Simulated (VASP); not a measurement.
# SiO2 (P4_2/mnm) in VASP: further runs

Runs on SiO2. Level: LDA. Tasks: single point.

All numbers are computed with VASP 6.6.1; they aren't measurements. Logs are shortened: lines on timing, memory, paths and dates and some standing lists are left out, and cuts for length are marked.

**1. The cell of the first run**

It takes space group P4_2/mnm (No. 136, tetragonal). Conventional cell: a = 4.180 Å, b = 4.180 Å, c = 2.789 Å, α = 90.00°, β = 90.00°, γ = 90.00°. Si (site symmetry mmm) has 6 O at 1.81 Å within 2.4 Å. O (site symmetry m2m) has 3 Si at 1.81 Å and 1 O at 2.30 Å within 2.4 Å.

**2. Single point, LDA**

INCAR

```
SYSTEM = SiO2
ALGO = Normal
EDIFF = 1E-6
ENCUT = 520
ISIF = 2
ISMEAR = 0
LASPH = .TRUE.
LCHARG = .TRUE.
LELF = .TRUE.
LREAL = .FALSE.
LVHAR = .TRUE.
LWAVE = .FALSE.
NBANDS = 25
NELM = 100
PREC = Accurate
SIGMA = 0.05
```

KPOINTS

```
k-points
0
G
  6 6 8
  0 0 0
```

POSCAR

```
SiO2
1.0
    4.1801000000      0.0000000000      0.0000000000
    0.0000000000      4.1801000000      0.0000000000
    0.0000000000      0.0000000000      2.7891000000
Si O
2 4
Direct
    0.5000000000      0.5000000000      0.5000000000
    0.0000000000      0.0000000000      0.0000000000
    0.6944252994      0.6944252994      0.0000000000
    0.1944252994      0.8055747006      0.5000000000
    0.3055747006      0.3055747006      0.0000000000
    0.8055747006      0.1944252994      0.5000000000
```

Potentials or basis: VASP PAW LDA potentials, release 64 (Si, O).

Command:

```sh
cat potpaw_LDA.64/Si/POTCAR potpaw_LDA.64/O/POTCAR > POTCAR
mpirun -np 1 vasp_std > vasp.out
```

OUTCAR:

```text
SYSTEM = SiO2
   EDIFF = 1E-6
   ENCUT = 520
   ISIF = 2
   ISMEAR = 0
   LASPH = .TRUE.
   LREAL = .FALSE.
   NELM = 100
   PREC = Accurate

 ion  position               nearest neighbor table
   1  0.500  0.500  0.500-   4 1.81   6 1.81   5 1.81   3 1.81   3 1.81   5 1.81
   2  0.000  0.000  0.000-   3 1.81   5 1.81   4 1.81   6 1.81   4 1.81   6 1.81
   3  0.694  0.694  0.000-   2 1.81   1 1.81   1 1.81
   4  0.194  0.806  0.500-   1 1.81   2 1.81   2 1.81
   5  0.306  0.306  0.000-   2 1.81   1 1.81   1 1.81
   6  0.806  0.194  0.500-   1 1.81   2 1.81   2 1.81

  LATTYP: Found a simple tetragonal cell.
 ALAT       =     4.1801000000
 C/A-ratio  =     0.6672328413

  Lattice vectors:

 A1 = (   4.1801000000,   0.0000000000,   0.0000000000)
 A2 = (   0.0000000000,   4.1801000000,   0.0000000000)
 A3 = (   0.0000000000,   0.0000000000,   2.7891000000)

Analysis of symmetry for initial positions (statically):
=====================================================================
 Subroutine PRICEL returns:
 Original cell was already a primitive cell.

 Routine SETGRP: Setting up the symmetry group for a
 simple tetragonal supercell.

 Subroutine GETGRP returns: Found 16 space group operations
 (whereof  8 operations were pure point group operations)
 out of a pool of 16 trial point group operations.

The static configuration has the point symmetry D_2h.
 The point group associated with its full space group is D_4h.

Analysis of symmetry for dynamics (positions and initial velocities):
=====================================================================
 Subroutine PRICEL returns:
 Original cell was already a primitive cell.

 Routine SETGRP: Setting up the symmetry group for a
 simple tetragonal supercell.

 Subroutine GETGRP returns: Found 16 space group operations
 (whereof  8 operations were pure point group operations)
 out of a pool of 16 trial point group operations.

The dynamic configuration has the point symmetry D_2h.
 The point group associated with its full space group is D_4h.

 Subroutine INISYM returns: Found 16 space group operations
 (whereof  8 operations are pure point group operations),
 and found     1 'primitive' translations

----------------------------------------------------------------------------------------

                                     Primitive cell

  volume of cell :      48.7346

  direct lattice vectors                    reciprocal lattice vectors
     4.180100000  0.000000000  0.000000000     0.239228727  0.000000000  0.000000000
     0.000000000  4.180100000  0.000000000     0.000000000  0.239228727  0.000000000
     0.000000000  0.000000000  2.789100000     0.000000000  0.000000000  0.358538597

  length of vectors
     4.180100000  4.180100000  2.789100000     0.239228727  0.239228727  0.358538597

  position of ions in fractional coordinates (direct lattice)
     0.500000000  0.500000000  0.500000000
     0.000000000  0.000000000  0.000000000
     0.694425299  0.694425299  0.000000000
     0.194425299  0.805574701  0.500000000
     0.305574701  0.305574701  0.000000000
     0.805574701  0.194425299  0.500000000

  ion indices of the primitive-cell ions
   primitive index   ion index
                 1           1
                 2           2
                 3           3
                 4           4
                 5           5
                 6           6

----------------------------------------------------------------------------------------

 KPOINTS: k-points

Automatic generation of k-mesh.
 Grid dimensions read from file:
 generate k-points for:    6    6    8

 Generating k-lattice:

  Cartesian coordinates                     Fractional coordinates (reciprocal lattice)
     0.039871454  0.000000000  0.000000000     0.166666667  0.000000000  0.000000000
     0.000000000  0.039871454  0.000000000     0.000000000  0.166666667  0.000000000
     0.000000000  0.000000000  0.044817325     0.000000000  0.000000000  0.125000000

  Length of vectors
     0.039871454  0.039871454  0.044817325

  Shift w.r.t. Gamma in fractional coordinates (k-lattice)
     0.000000000  0.000000000  0.000000000

 Subroutine IBZKPT returns following result:
 ===========================================

 Found     50 irreducible k-points:

 Following reciprocal coordinates:
            Coordinates               Weight
  0.000000  0.000000  0.000000      1.000000
  0.166667  0.000000  0.000000      4.000000
  0.333333  0.000000  0.000000      4.000000
  0.500000  0.000000  0.000000      2.000000
  0.166667  0.166667  0.000000      4.000000
  0.333333  0.166667  0.000000      8.000000
[... 16 lines left out ...]
  0.333333  0.000000  0.250000      8.000000
  0.500000  0.000000  0.250000      4.000000
 [... further k-points ...]
   k-points           NKPTS =     50   k-points in BZ     NKDIM =     50   number of bands    NBANDS=     25
   number of dos      NEDOS =    301   number of ions     NIONS =      6
   total plane-waves  NPLWV =  24576
   dimension x,y,z NGX =    32 NGY =   32 NGZ =   24
   dimension x,y,z NGXF=    64 NGYF=   64 NGZF=   48
   ions per type =               2   4
   NGX,Y,Z   is equivalent  to a cutoff of  12.73, 12.73, 14.31 a.u.
   NGXF,Y,Z  is equivalent  to a cutoff of  25.45, 25.45, 28.61 a.u.
 SYSTEM =  SiO2
   PREC   = accura    normal or accurate (medium, high low for compatibility)
   ISTART =      0    job   : 0-new  1-cont  2-samecut
   ICHARG =      2    charge: 1-file 2-atom 10-const
   ISPIN  =      1    spin polarized calculation?
   LNONCOLLINEAR =      F non collinear calculations
   LSORBIT =      F    spin-orbit coupling
   LASPH  =      T    aspherical Exc in radial PAW
   ENCUT  =  520.0 eV  38.22 Ry    6.18 a.u.   7.77  7.77  5.19*2*pi/ulx,y,z
   NELM   =    100;   NELMIN=  2; NELMDL= -5     # of ELM steps
   EDIFF  = 0.1E-05   stopping-criterion for ELM
   LREAL  =      F    real-space projection
   EDIFFG = 0.1E-04   stopping-criterion for IOM
   NSW    =      0    number of steps for IOM
   IBRION =     -1    ionic relax: 0-MD 1-quasi-New 2-CG
   NFREE  =      0    steps in history (QN), initial steepest desc. (CG)
   ISIF   =      2    stress and relaxation
   ISYM   =      2    0-nonsym 1-usesym 2-fastsym
   POTIM  = 0.5000    time-step for ionic-motion
   TEBEG  =    0.0;   TEEND  =   0.0 temperature during run
   PSTRESS=    0.0 pullay stress
   NELECT =      32.0000    total number of electrons
   NUPDOWN=      -1.0000    fix difference up-down
   EMIN   =  10.00;   EMAX   =-10.00  energy-range for DOS
   EFERMI =   0.00;   METHOD = LEGACY
   ISMEAR =     0;   SIGMA  =   0.05  broadening in eV -4-tet -1-fermi 0-gaus
   EFERMI_NEDOS =   21; number of points for ismear=-14 and -15
   IALGO  =     38    algorithm
   IMIX   =      4    mixing-type and parameters
     AMIX     =   0.40;   BMIX     =  1.00
     AMIX_MAG =   1.60;   BMIX_MAG =  1.00
  volume/ion in A,a.u.               =       8.12        54.81
  Fermi-wavevector in a.u.,A,eV,Ry     =   1.422915  2.688920 27.547548  2.024688
  Thomas-Fermi vector in A             =   2.543568
   LORBIT       =      0    0 simple, 1 ext, 2 COOP (PROOUT), +10 PAW based schemes
   GGA     = CA    functional components
   LHFCALC =     F    Hartree Fock is set to
   AEXX    =    0.0000 exact exchange contribution
   IVDW    =     0    specifies the selected vdW correction
   LEPSILON=     F    determine dielectric tensor
   LRPA    =     F    only Hartree local field effects (RPA)
 non-spin polarized calculation
 Gauss-broadening in eV      SIGMA  =   0.05
  energy-cutoff  :      520.00
  volume of cell :       48.73
 maximum number of plane-waves:      1344
 NGX is ok and might be reduce to    32
   NGX = 15   NGY = 15   NGZ = 11

 number of electron      31.9999998 magnetization

 Free energy of the ion-electron system (eV)
  ---------------------------------------------------
  ext. energy  EPLUGINS =         0.00000000
  ---------------------------------------------------
  free energy    TOTEN  =       -51.74033149 eV

  energy without entropy =      -51.74033149  energy(sigma->0) =      -51.74033149

 E-fermi :   7.8020     XC(G=0): -12.5172

 val. band max:        7.5221472203   @ k =   0.0000   0.0000   0.0000
 cond. band min:      12.1433739946   @ k =   0.0000   0.0000   0.0000
 fundamental gap:      4.6212267742
 Fermi energy:         7.8020335477

 k-point     1 :       0.0000    0.0000    0.0000
  band No.  band energies     occupation
      1     -14.3756      2.00000
      2     -10.7789      2.00000
      3     -10.7789      2.00000
      4     -10.4589      2.00000
      5      -3.1538      2.00000
      6       1.4670      2.00000
[... 17 lines left out ...]
     24      21.3656      0.00000
     25      22.6417      0.00000

 k-point     2 :       0.1667    0.0000    0.0000
  band No.  band energies     occupation
      1     -14.2293      2.00000
      2     -11.4000      2.00000
      3     -10.7061      2.00000
      4     -10.1565      2.00000
      5      -2.9270      2.00000
      6       0.7112      2.00000
[... 17 lines left out ...]
     24      20.8102      0.00000
     25      22.4457      0.00000

 k-point     3 :       0.3333    0.0000    0.0000
  band No.  band energies     occupation
      1     -13.8018      2.00000
      2     -12.2860      2.00000
      3     -10.5098      2.00000
      4     -10.0895      2.00000
      5      -2.3239      2.00000
      6      -0.4194      2.00000
[... 17 lines left out ...]
     24      20.8271      0.00000
     25      21.0568      0.00000

 k-point     4 :       0.5000    0.0000    0.0000
  band No.  band energies     occupation
      1     -13.1298      2.00000
      2     -13.1298      2.00000
      3     -10.2619      2.00000
      4     -10.2619      2.00000
      5      -1.4644      2.00000
      6      -1.4644      2.00000
[... 17 lines left out ...]
     24      19.7185      0.00000
     25      21.9288      0.00000
[... 477 lines left out ...]
 k-point    22 :       0.1667    0.0000    0.2500
  band No.  band energies     occupation
      1     -13.5085      2.00000
      2     -11.0916      2.00000
      3     -10.4263      2.00000
      4     -10.2322      2.00000
      5      -2.6983      2.00000
      6       0.3764      2.00000
[... 17 lines left out ...]
     24      20.4420      0.00000
     25      21.0668      0.00000

 k-point    23 :       0.3333    0.0000    0.2500
  band No.  band energies     occupation
      1     -13.1212      2.00000
      2     -11.8025      2.00000
      3     -10.3206      2.00000
      4     -10.1499      2.00000
      5      -1.9502      2.00000
      6      -0.0686      2.00000
[... 17 lines left out ...]
     24      19.6054      0.00000
     25      20.7493      0.00000

 k-point    24 :       0.5000    0.0000    0.2500
  band No.  band energies     occupation
      1     -12.5243      2.00000
      2     -12.5243      2.00000
      3     -10.2044      2.00000
      4     -10.2044      2.00000
      5      -0.9608      2.00000
      6      -0.9608      2.00000
[... 17 lines left out ...]
     24      19.5604      0.00000
     25      20.6576      0.00000

 [... further k-points ...]
[... 5 lines left out ...]
  --------------------------------------------------------------------------------------
  -------------------------------------------------------------------------------------
  Total       -3.5223355     -3.5223355     -9.3440347     -0.0000000      0.0000000      0.0000000
  in kB     -115.7987504   -115.7987504   -307.1903697     -0.0000000      0.0000000      0.0000000
  external PRESSURE =    -179.5959569 kB  Pullay stress =       0.0000000 kB

 VOLUME and BASIS-vectors are now :
 -----------------------------------------------------------------------------
  energy-cutoff  :      520.00
  volume of cell :       48.73
      direct lattice vectors                 reciprocal lattice vectors
     4.180100000  0.000000000  0.000000000     0.239228727  0.000000000  0.000000000
     0.000000000  4.180100000  0.000000000     0.000000000  0.239228727  0.000000000
     0.000000000  0.000000000  2.789100000     0.000000000  0.000000000  0.358538597

 POSITION                                       TOTAL-FORCE (eV/Angst)
 -----------------------------------------------------------------------------------
      2.09005      2.09005      1.39455         0.000000      0.000000     -0.000000
      0.00000      0.00000      0.00000         0.000000      0.000000     -0.000000
      2.90277      2.90277      0.00000        -0.024349     -0.024349      0.000000
      0.81272      3.36738      1.39455        -0.024349      0.024349     -0.000000
      1.27733      1.27733      0.00000         0.024349      0.024349     -0.000000
      3.36738      0.81272      1.39455         0.024349     -0.024349      0.000000
 -----------------------------------------------------------------------------------
    total drift:                                0.000000      0.000000     -0.000000

  FREE ENERGIE OF THE ION-ELECTRON SYSTEM (eV)
  ---------------------------------------------------
  free  energy   TOTEN  =       -51.7403314865 eV

  energy  without entropy=      -51.7403314865  energy(sigma->0) =      -51.74033149
```

Run time: 57 s. Hardware: 1 thread of Intel Xeon 8259CL, shared host; peak memory 0.17 GiB.

Results:

* Free energy: -51.7403 eV
* Pressure: -18.0 GPa
* Largest force: 0.034 eV/Å
* Band gap on the k mesh: 4.62 eV

Forces in eV/Å, atoms in the order of the input:
```
Si   0.000  0.000  0.000
Si   0.000  0.000  0.000
O   -0.024 -0.024  0.000
O   -0.024  0.024  0.000
O    0.024  0.024  0.000
O    0.024 -0.024  0.000
```

Caveat: the cell stands under tension. A k mesh can miss the band edges.

**3. Single point, LDA**

This run uses another cell than the first one, of 8.09 Å³/atom.

INCAR

```
  ALGO = Normal
  EDIFF = 1E-6
  ENCUT = 520
  GGA = CA
  ISIF = 2
  ISMEAR = 0
  LASPH = T
  LCHARG = F
  LREAL = F
  LWAVE = F
  NBANDS = 25
  NELM = 100
  PREC = Accurate
  SIGMA = 0.05
```

KPOINTS

```
k-points
0
Gamma
  6 6 8
```

Edit POSCAR of step 2 so:

```diff
@@ -2,5 +2,5 @@
 1.0
-    4.1801000000      0.0000000000      0.0000000000
-    0.0000000000      4.1801000000      0.0000000000
-    0.0000000000      0.0000000000      2.7891000000
+    4.0804000000      0.0000000000      0.0000000000
+    0.0000000000      4.0804000000      0.0000000000
+    0.0000000000      0.0000000000      2.9168000000
 Si O
```

Potentials or basis: VASP PAW LDA potentials, release 64 (Si, O).

Command:

```sh
cat potpaw_LDA.64/Si/POTCAR potpaw_LDA.64/O/POTCAR > POTCAR
mpirun -np 1 vasp_std > vasp.out
```

OUTCAR:

```text
EDIFF = 1E-6
   ENCUT = 520
   GGA = CA
   ISIF = 2
   ISMEAR = 0
   LASPH = T
   LREAL = F
   NELM = 100
   PREC = Accurate

 ion  position               nearest neighbor table
   1  0.500  0.500  0.500-   4 1.76   6 1.76   5 1.84   3 1.84   3 1.84   5 1.84
   2  0.000  0.000  0.000-   3 1.76   5 1.76   4 1.84   6 1.84   4 1.84   6 1.84
   3  0.694  0.694  0.000-   2 1.76   1 1.84   1 1.84
   4  0.194  0.806  0.500-   1 1.76   2 1.84   2 1.84
   5  0.306  0.306  0.000-   2 1.76   1 1.84   1 1.84
   6  0.806  0.194  0.500-   1 1.76   2 1.84   2 1.84

  LATTYP: Found a simple tetragonal cell.
 ALAT       =     4.0804000000
 C/A-ratio  =     0.7148318792

  Lattice vectors:

 A1 = (   4.0804000000,   0.0000000000,   0.0000000000)
 A2 = (   0.0000000000,   4.0804000000,   0.0000000000)
 A3 = (   0.0000000000,   0.0000000000,   2.9168000000)

Analysis of symmetry for initial positions (statically):
=====================================================================
 Subroutine PRICEL returns:
[... 176 lines left out ...]
  ---------------------------------------------------
  free energy    TOTEN  =       -51.32043070 eV

  energy without entropy =      -51.32043070  energy(sigma->0) =      -51.32043070

 E-fermi :   7.7529     XC(G=0): -12.5555

 val. band max:        7.5413687734   @ k =   0.0000   0.0000   0.0000
 cond. band min:      11.9583913783   @ k =   0.0000   0.0000   0.0000
 fundamental gap:      4.4170226049
 Fermi energy:         7.7528872178

 k-point     1 :       0.0000    0.0000    0.0000
  band No.  band energies     occupation
      1     -14.2393      2.00000
      2     -10.4987      2.00000
      3     -10.4987      2.00000
      4     -10.0917      2.00000
      5      -3.0527      2.00000
      6       1.2549      2.00000
[... 661 lines left out ...]
     24      19.5128      0.00000
     25      20.8635      0.00000

 [... further k-points ...]
[... 5 lines left out ...]
  --------------------------------------------------------------------------------------
  -------------------------------------------------------------------------------------
  Total       -0.9796384     -0.9796384    -14.0312855      0.0000000      0.0000000      0.0000000
  in kB      -32.3194706    -32.3194706   -462.9093108      0.0000000      0.0000000      0.0000000
  external PRESSURE =    -175.8494173 kB  Pullay stress =       0.0000000 kB

 VOLUME and BASIS-vectors are now :
 -----------------------------------------------------------------------------
  energy-cutoff  :      520.00
  volume of cell :       48.56
      direct lattice vectors                 reciprocal lattice vectors
     4.080400000  0.000000000  0.000000000     0.245074012  0.000000000  0.000000000
     0.000000000  4.080400000  0.000000000     0.000000000  0.245074012  0.000000000
     0.000000000  0.000000000  2.916800000     0.000000000  0.000000000  0.342841470

 POSITION                                       TOTAL-FORCE (eV/Angst)
 -----------------------------------------------------------------------------------
      2.04020      2.04020      1.45840         0.000000      0.000000      0.000000
      0.00000      0.00000      0.00000         0.000000      0.000000      0.000000
      2.83353      2.83353      0.00000         0.293361      0.293361      0.000000
      0.79333      3.28707      1.45840         0.293361     -0.293361      0.000000
      1.24687      1.24687      0.00000        -0.293361     -0.293361     -0.000000
      3.28707      0.79333      1.45840        -0.293361      0.293361      0.000000
 -----------------------------------------------------------------------------------
    total drift:                               -0.000000      0.000000      0.000000

  FREE ENERGIE OF THE ION-ELECTRON SYSTEM (eV)
  ---------------------------------------------------
  free  energy   TOTEN  =       -51.3204307047 eV

  energy  without entropy=      -51.3204307047  energy(sigma->0) =      -51.32043070
```

stdout:

```text
POSCAR found type information on POSCAR SiO
 POSCAR found :  2 types and       6 ions
 scaLAPACK will be used
 LDA part: xc-table for (Slater(with rela. corr.)+CA(PZ))
 , standard interpolation
 POSCAR, INCAR and KPOINTS ok, starting setup
 FFT: planning ... GRIDC
 FFT: planning ... GRID_SOFT
 FFT: planning ... GRID
 WAVECAR not read
 entering main loop
```

Run time: 70 s. Hardware: 1 thread of Intel Xeon 8259CL, shared host; peak memory 0.16 GiB.

What came out:

- Free energy: -51.3204 eV
- Pressure: -17.6 GPa
- Largest force: 0.415 eV/Å
- Band gap on the k mesh: 4.42 eV

Forces in eV/Å, atoms in the order of the input:
```
Si   0.000  0.000  0.000
Si   0.000  0.000  0.000
O    0.293  0.293  0.000
O    0.293 -0.293  0.000
O   -0.293 -0.293  0.000
O   -0.293  0.293  0.000
```

Levels at points of the mesh, in eV from the valence-band top:
```csv
k point,band 13,band 14,band 15,band 16,band 17,band 18,band 19,band 20
"(0.00, 0.00, 0.00)",-2.66,-0.69,-0.69,0.00,4.42,4.93,6.60,6.60
"(0.50, 0.00, 0.00)",-2.78,-2.78,-0.88,-0.88,6.31,6.31,7.38,7.38
"(0.50, 0.50, 0.00)",-2.90,-2.90,-1.70,-1.70,5.98,5.98,8.55,8.55
"(0.00, 0.00, 0.50)",-3.16,-3.16,-2.35,-2.35,8.55,8.55,11.65,11.65
"(0.50, 0.00, 0.50)",-1.86,-1.86,-1.49,-1.49,8.40,8.40,10.29,10.29
"(0.50, 0.50, 0.50)",-1.29,-1.29,-1.26,-1.26,6.84,6.84,10.97,10.97
```

Caveat: the cell stands under tension. A k mesh can miss the band edges.
